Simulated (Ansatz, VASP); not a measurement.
Given: the input of a run of Ansatz 0.2.0 on Nb.

Contents of input.yaml:

```yaml
crystal:
  lattice:
    - [0.0, 2.115, 2.115]
    - [2.115, 0.0, 2.115]
    - [2.115, 2.115, 0.0]
  atoms:
    - { symbol: Nb, position: [0.0, 0.0, 0.0], spin: 0.5 }
kpoints:
  mp_grid: { grid: [11, 11, 11] }
scf:
  occupations: { method: gaussian, width: 0.15 }
hamiltonian:
  xc: { exchange: b88, correlation: pbe }
  pseudopotentials: { kind: all_electron, lapw: { basis_error: 0.0005 } }
magnetization:
  spin_polarized: true
output:
  forces: true
  stress: true
  eigenvalues: true
```

Potentials or basis: all-electron LAPW, scalar-relativistic.

The run is started by

```sh
$ ansatz run input.yaml --threads 1 --pin off --max-ram 2560MiB --backend cpu --events-out ev --progress --plain --runs-dir out
```

**Question.** Set up the same calculation for VASP 6.6.1. Potentials there: VASP PAW PBE potentials, release 64 (Nb_sv).

**Answer.** As run (the cutoff follows the program's own potentials):

File INCAR:

```
PREC = Accurate
ENCUT = 500
EDIFF = 1E-6
ISMEAR = 0
SIGMA = 0.15
LREAL = False
LASPH = True
NELM = 200
ALGO = Normal
ISIF = 2
LWAVE = False
LCHARG = True
ISPIN = 2
MAGMOM = 0.5
LORBIT = 11
LMAXMIX = 4
GGA = LIBXC
LIBXC1 = GGA_X_B88
LIBXC2 = GGA_C_PBE
LELF = True
LVHAR = True
NBANDS = 16
GGA_COMPAT = False
```

Contents of KPOINTS:

```
regular mesh
0
Gamma
  11 11 11
```

POSCAR

```
Nb
1.0
    0.0000000000      2.1150000000      2.1150000000
    2.1150000000      0.0000000000      2.1150000000
    2.1150000000      2.1150000000      0.0000000000
Nb
1
Direct
    0.0000000000      0.0000000000      0.0000000000
```

Potentials or basis: VASP PAW PBE potentials, release 64 (Nb_sv).

The run is started by

```console
$ cat potpaw_PBE.64/Nb_sv/POTCAR > POTCAR
$ mpirun -np 1 vasp_std > vasp.out
```

Both were run:

|  | VASP | Ansatz | Ansatz less VASP |
| --- | --- | --- | --- |
| gap on the k mesh at the Fermi level (eV) | none | none | - |
| pressure (GPa) | -2.5 | -2.2 | +0.31 |
| net moment per atom (μB) | 0.00 | 0.00 | 0.000 |

VASP's potentials were made for PBE, not for b88 exchange, pbe correlation. A gap of «none» marks a metal or a gap that the smearing closes. Ansatz ran all-electron here, and VASP with PAW potentials.
